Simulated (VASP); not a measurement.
Crystal: LiH.

```
Li H
1.0
     2.62399    0.00000    0.00000
     0.00000    2.62399    0.00000
     0.00000    0.00000    2.62399
Li H
1 1
Direct
  0.00000 0.00000 0.00000
  0.50000 0.50000 0.50000
```

This cell differs from its parent crystal: strain +4.9%.

Base run:

- Program: VASP 6.6.1
- Functional: PBE
- Potentials or basis: VASP PAW PBE potentials, release 64 (Li_sv, H)
- Cutoff: 520 eV
- k mesh: 10 × 10 × 10
- Occupations: fermi-dirac, width 0.02 eV
- Spin: no spin polarisation

Its results: band gap on the k mesh 0.78 eV (least direct gap 4.10 eV).

Q: The run is repeated on the same cell with these changes: functional from PBE to r2SCAN; occupations from fermi-dirac, width 0.02 eV to gaussian, width 0.01 eV. What comes out?

A: Band gap on the k mesh 1.31 eV (least direct gap 4.76 eV).

Caveats: the structure was generated, so it needn't be the stable form of LiH.

A k mesh can miss the band edges.
